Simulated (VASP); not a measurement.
# Si (Fd-3m) in VASP: further runs

The runs below take Si through single point, with PBE.

All numbers are computed with VASP 6.6.1; they aren't measurements. Logs are shortened: lines on timing, memory, paths and dates and some standing lists are left out, and cuts for length are marked.

### Step 1. The cell of the first run

Symmetry: Fd-3m, No. 227, cubic system. The conventional cell has a = 5.470 Å, b = 5.470 Å, c = 5.470 Å, α = 90.00°, β = 90.00°, γ = 90.00°. Si (site symmetry -43m) has 4 Si at 2.37 Å within 3.1 Å.

### Step 2. Single point, PBE

INCAR

```
  PREC = Accurate
  ENCUT = 500
  EDIFF = 1E-6
  ISMEAR = 0
  SIGMA = 0.02
  LREAL = False
  LASPH = True
  NELM = 120
  ALGO = Normal
  ISIF = 2
  LWAVE = False
  LCHARG = False
  GGA = PE
  NBANDS = 11
  GGA_COMPAT = False
```

KPOINTS

```
Automatic mesh
0
Gamma
  8 8 8
```

POSCAR

```
Si
1.0
    0.0000000000      2.7348308352      2.7348308352
    2.7348308352      0.0000000000      2.7348308352
    2.7348308352      2.7348308352      0.0000000000
Si
2
Direct
    0.0000000000      0.0000000000      0.0000000000
    0.2500000000      0.2500000000      0.2500000000
```

Potentials or basis: VASP PAW PBE potentials, release 64 (Si).

Command:

```sh
$ cat potpaw_PBE.64/Si/POTCAR > POTCAR
$ mpirun -np 1 vasp_std > vasp.out
```

OUTCAR:

```text
PREC = Accurate
   ENCUT = 500
   EDIFF = 1E-6
   ISMEAR = 0
   LREAL = False
   LASPH = True
   NELM = 120
   ISIF = 2
   GGA = PE

 ion  position               nearest neighbor table
   1  0.000  0.000  0.000-   2 2.37   2 2.37   2 2.37   2 2.37
   2  0.250  0.250  0.250-   1 2.37   1 2.37   1 2.37   1 2.37

  LATTYP: Found a face centered cubic cell.
 ALAT       =     5.4696616704

  Lattice vectors:

 A1 = (   0.0000000000,   2.7348308352,   2.7348308352)
 A2 = (   2.7348308352,   0.0000000000,   2.7348308352)
 A3 = (   2.7348308352,   2.7348308352,   0.0000000000)

Analysis of symmetry for initial positions (statically):
=====================================================================
 Subroutine PRICEL returns:
 Original cell was already a primitive cell.

 Routine SETGRP: Setting up the symmetry group for a
 face centered cubic supercell.

 Subroutine GETGRP returns: Found 48 space group operations
 (whereof 24 operations were pure point group operations)
 out of a pool of 48 trial point group operations.

The static configuration has the point symmetry T_d .
 The point group associated with its full space group is O_h .

Analysis of symmetry for dynamics (positions and initial velocities):
=====================================================================
 Subroutine PRICEL returns:
 Original cell was already a primitive cell.

 Routine SETGRP: Setting up the symmetry group for a
 face centered cubic supercell.

 Subroutine GETGRP returns: Found 48 space group operations
 (whereof 24 operations were pure point group operations)
 out of a pool of 48 trial point group operations.

The dynamic configuration has the point symmetry T_d .
 The point group associated with its full space group is O_h .

 Subroutine INISYM returns: Found 48 space group operations
 (whereof 24 operations are pure point group operations),
 and found     1 'primitive' translations

----------------------------------------------------------------------------------------

                                     Primitive cell

  volume of cell :      40.9092

  direct lattice vectors                    reciprocal lattice vectors
     0.000000000  2.734830835  2.734830835    -0.182826665  0.182826665  0.182826665
     2.734830835  0.000000000  2.734830835     0.182826665 -0.182826665  0.182826665
     2.734830835  2.734830835  0.000000000     0.182826665  0.182826665 -0.182826665

  length of vectors
     3.867634858  3.867634858  3.867634858     0.316665072  0.316665072  0.316665072

  position of ions in fractional coordinates (direct lattice)
     0.000000000  0.000000000  0.000000000
     0.250000000  0.250000000  0.250000000

  ion indices of the primitive-cell ions
   primitive index   ion index
                 1           1
                 2           2

----------------------------------------------------------------------------------------

 KPOINTS: Automatic mesh

Automatic generation of k-mesh.
 Grid dimensions read from file:
 generate k-points for:    8    8    8

 Generating k-lattice:

  Cartesian coordinates                     Fractional coordinates (reciprocal lattice)
    -0.022853333  0.022853333  0.022853333     0.125000000  0.000000000  0.000000000
     0.022853333 -0.022853333  0.022853333     0.000000000  0.125000000  0.000000000
     0.022853333  0.022853333 -0.022853333     0.000000000  0.000000000  0.125000000

  Length of vectors
     0.039583134  0.039583134  0.039583134

  Shift w.r.t. Gamma in fractional coordinates (k-lattice)
     0.000000000  0.000000000  0.000000000

 Subroutine IBZKPT returns following result:
 ===========================================

 Found     29 irreducible k-points:

 Following reciprocal coordinates:
            Coordinates               Weight
  0.000000  0.000000  0.000000      1.000000
  0.125000  0.000000  0.000000      8.000000
  0.250000  0.000000  0.000000      8.000000
  0.375000  0.000000  0.000000      8.000000
  0.500000  0.000000  0.000000      4.000000
  0.125000  0.125000  0.000000      6.000000
[... 16 lines left out ...]
  0.500000  0.250000  0.125000     48.000000
 -0.375000  0.250000  0.125000     24.000000
 [... further k-points ...]
   k-points           NKPTS =     29   k-points in BZ     NKDIM =     29   number of bands    NBANDS=     11
   number of dos      NEDOS =    301   number of ions     NIONS =      2
   total plane-waves  NPLWV =  21952
   dimension x,y,z NGX =    28 NGY =   28 NGZ =   28
   dimension x,y,z NGXF=    56 NGYF=   56 NGZF=   56
   ions per type =               2
   NGX,Y,Z   is equivalent  to a cutoff of  12.04, 12.04, 12.04 a.u.
   NGXF,Y,Z  is equivalent  to a cutoff of  24.07, 24.07, 24.07 a.u.
 SYSTEM =  unknown system
   PREC   = accura    normal or accurate (medium, high low for compatibility)
   ISTART =      0    job   : 0-new  1-cont  2-samecut
   ICHARG =      2    charge: 1-file 2-atom 10-const
   ISPIN  =      1    spin polarized calculation?
   LNONCOLLINEAR =      F non collinear calculations
   LSORBIT =      F    spin-orbit coupling
   LASPH  =      T    aspherical Exc in radial PAW
   ENCUT  =  500.0 eV  36.75 Ry    6.06 a.u.   7.05  7.05  7.05*2*pi/ulx,y,z
   NELM   =    120;   NELMIN=  2; NELMDL= -5     # of ELM steps
   EDIFF  = 0.1E-05   stopping-criterion for ELM
   LREAL  =      F    real-space projection
   EDIFFG = 0.1E-04   stopping-criterion for IOM
   NSW    =      0    number of steps for IOM
   IBRION =     -1    ionic relax: 0-MD 1-quasi-New 2-CG
   NFREE  =      0    steps in history (QN), initial steepest desc. (CG)
   ISIF   =      2    stress and relaxation
   ISYM   =      2    0-nonsym 1-usesym 2-fastsym
   POTIM  = 0.5000    time-step for ionic-motion
   TEBEG  =    0.0;   TEEND  =   0.0 temperature during run
   PSTRESS=    0.0 pullay stress
   NELECT =       8.0000    total number of electrons
   NUPDOWN=      -1.0000    fix difference up-down
   EMIN   =  10.00;   EMAX   =-10.00  energy-range for DOS
   EFERMI =   0.00;   METHOD = LEGACY
   ISMEAR =     0;   SIGMA  =   0.02  broadening in eV -4-tet -1-fermi 0-gaus
   EFERMI_NEDOS =   21; number of points for ismear=-14 and -15
   IALGO  =     38    algorithm
   IMIX   =      4    mixing-type and parameters
     AMIX     =   0.40;   BMIX     =  1.00
     AMIX_MAG =   1.60;   BMIX_MAG =  1.00
  volume/ion in A,a.u.               =      20.45       138.03
  Fermi-wavevector in a.u.,A,eV,Ry     =   0.950235  1.795684 12.285334  0.902947
  Thomas-Fermi vector in A             =   2.078593
   LORBIT       =      0    0 simple, 1 ext, 2 COOP (PROOUT), +10 PAW based schemes
   GGA     = PE    functional components
   LHFCALC =     F    Hartree Fock is set to
   AEXX    =    0.0000 exact exchange contribution
   IVDW    =     0    specifies the selected vdW correction
   LEPSILON=     F    determine dielectric tensor
   LRPA    =     F    only Hartree local field effects (RPA)
 non-spin polarized calculation
 Gauss-broadening in eV      SIGMA  =   0.02
  energy-cutoff  :      500.00
  volume of cell :       40.91
 maximum number of plane-waves:      1056
   NGX = 15   NGY = 15   NGZ = 15

 number of electron       8.0000000 magnetization

 Free energy of the ion-electron system (eV)
  ---------------------------------------------------
  ext. energy  EPLUGINS =         0.00000000
  ---------------------------------------------------
  free energy    TOTEN  =       -10.84606678 eV

  energy without entropy =      -10.84606678  energy(sigma->0) =      -10.84606678

 E-fermi :   5.7234     XC(G=0):  -9.3246

 val. band max:        5.6122497250   @ k =   0.0000   0.0000   0.0000
 cond. band min:       6.2630464493   @ k =   0.3750   0.3750   0.0000
 fundamental gap:      0.6507967243
 Fermi energy:         5.7233809195

 k-point     1 :       0.0000    0.0000    0.0000
  band No.  band energies     occupation
      1      -6.1992      2.00000
      2       5.6122      2.00000
      3       5.6122      2.00000
      4       5.6122      2.00000
      5       8.1685      0.00000
      6       8.1685      0.00000
      7       8.1685      0.00000
      8       8.7403      0.00000
      9      13.3206      0.00000
     10      13.3206      0.00000
     11      13.4873      0.00000

 k-point     2 :       0.1250    0.0000    0.0000
  band No.  band energies     occupation
      1      -5.9988      2.00000
      2       4.0216      2.00000
      3       5.3300      2.00000
      4       5.3300      2.00000
      5       8.0536      0.00000
      6       8.5838      0.00000
      7       8.5838      0.00000
      8      10.1407      0.00000
      9      12.8479      0.00000
     10      12.8479      0.00000
     11      14.2628      0.00000

 k-point     3 :       0.2500    0.0000    0.0000
  band No.  band energies     occupation
      1      -5.4147      2.00000
      2       1.7268      2.00000
      3       4.8675      2.00000
      4       4.8675      2.00000
      5       7.5697      0.00000
      6       9.1016      0.00000
      7       9.1016      0.00000
      8      12.3592      0.00000
      9      12.7988      0.00000
     10      12.7988      0.00000
     11      14.5400      0.00000

 k-point     4 :       0.3750    0.0000    0.0000
  band No.  band energies     occupation
      1      -4.5406      2.00000
      2      -0.2567      2.00000
      3       4.5448      2.00000
      4       4.5448      2.00000
      5       7.2051      0.00000
      6       9.0649      0.00000
      7       9.0649      0.00000
      8      13.4482      0.00000
      9      14.1501      0.00000
     10      14.1501      0.00000
     11      15.1201      0.00000
[... 239 lines left out ...]
 k-point    22 :       0.3750    0.2500    0.1250
  band No.  band energies     occupation
      1      -4.8949      2.00000
      2       1.3445      2.00000
      3       2.9614      2.00000
      4       4.2127      2.00000
      5       8.0551      0.00000
      6       9.4375      0.00000
      7       9.8152      0.00000
      8      11.0517      0.00000
      9      13.3234      0.00000
     10      15.7144      0.00000
     11      16.5739      0.00000

 k-point    23 :       0.5000    0.2500    0.1250
  band No.  band energies     occupation
      1      -4.0258      2.00000
      2      -0.1744      2.00000
      3       2.3575      2.00000
      4       3.7255      2.00000
      5       8.4761      0.00000
      6       9.1413      0.00000
      7      10.5889      0.00000
      8      11.4892      0.00000
      9      14.5410      0.00000
     10      15.2367      0.00000
     11      17.5124      0.00000

 k-point    24 :      -0.3750    0.2500    0.1250
  band No.  band energies     occupation
      1      -3.3920      2.00000
      2      -1.0934      2.00000
      3       2.2261      2.00000
      4       3.5027      2.00000
      5       8.6349      0.00000
      6       8.7586      0.00000
      7      11.4576      0.00000
      8      12.6772      0.00000
      9      12.9174      0.00000
     10      16.1184      0.00000
     11      17.1623      0.00000

 [... further k-points ...]
[... 5 lines left out ...]
  --------------------------------------------------------------------------------------
  -------------------------------------------------------------------------------------
  Total       -0.0112256     -0.0112256     -0.0112256      0.0000000     -0.0000000     -0.0000000
  in kB       -0.4396409     -0.4396409     -0.4396409      0.0000000     -0.0000000     -0.0000000
  external PRESSURE =      -0.4396409 kB  Pullay stress =       0.0000000 kB

 VOLUME and BASIS-vectors are now :
 -----------------------------------------------------------------------------
  energy-cutoff  :      500.00
  volume of cell :       40.91
      direct lattice vectors                 reciprocal lattice vectors
     0.000000000  2.734830835  2.734830835    -0.182826665  0.182826665  0.182826665
     2.734830835  0.000000000  2.734830835     0.182826665 -0.182826665  0.182826665
     2.734830835  2.734830835  0.000000000     0.182826665  0.182826665 -0.182826665

 POSITION                                       TOTAL-FORCE (eV/Angst)
 -----------------------------------------------------------------------------------
      0.00000      0.00000      0.00000         0.000000      0.000000      0.000000
      1.36742      1.36742      1.36742        -0.000000     -0.000000     -0.000000
 -----------------------------------------------------------------------------------
    total drift:                                0.000000      0.000000      0.000000

  FREE ENERGIE OF THE ION-ELECTRON SYSTEM (eV)
  ---------------------------------------------------
  free  energy   TOTEN  =       -10.8460667758 eV

  energy  without entropy=      -10.8460667758  energy(sigma->0) =      -10.84606678
```

Wall time 5.8 s (1 thread of AMD EPYC 9R45 (Zen 5), shared host); peak memory 0.12 GiB.

What came out:

* Free energy: -10.8461 eV
* Pressure: 0.0 GPa
* Band gap on the k mesh: 0.65 eV, indirect (least direct gap 2.56 eV)

### Step 3. Single point, PBE

INCAR

```
SYSTEM = Si
PREC = Accurate
ENCUT = 500
EDIFF = 1E-6
ISMEAR = 0
SIGMA = 0.02
LREAL = .FALSE.
LASPH = .TRUE.
NELM = 120
ALGO = Normal
ISIF = 2
LWAVE = .FALSE.
LCHARG = .FALSE.
GGA = PE
NBANDS = 11
GGA_COMPAT = .FALSE.
```

KPOINTS

```
Automatic mesh
0
G
  10 10 10
  0 0 0
```

POSCAR is that of step 2.

Potentials or basis: VASP PAW PBE potentials, release 64 (Si).

Command:

```sh
$ cat potpaw_PBE.64/Si/POTCAR > POTCAR
$ mpirun -np 1 vasp_std > vasp.out
```

Wall time 8.6 s (1 thread of AMD EPYC 9R45 (Zen 5), shared host); peak memory 0.12 GiB.

The run converged. Its results:

| Quantity | Value |
| --- | --- |
| Free energy | -10.8492 eV |
| Pressure | 0.0 GPa |
| Band gap on the k mesh | 0.62 eV, indirect (least direct gap 2.56 eV) |

Levels at points of the mesh, in eV from the valence-band top:
```
           k point  band 1  band 2  band 3  band 4  band 5  band 6  band 7  band 8
(0.00, 0.00, 0.00)  -11.81    0.00    0.00    0.00    2.56    2.56    2.56    3.13
(0.50, 0.00, 0.00)   -9.53   -6.87   -1.18   -1.18    1.46    3.35    3.35    7.70
(0.50, 0.50, 0.00)   -7.74   -7.74   -2.79   -2.79    0.75    0.75    9.93    9.93
```
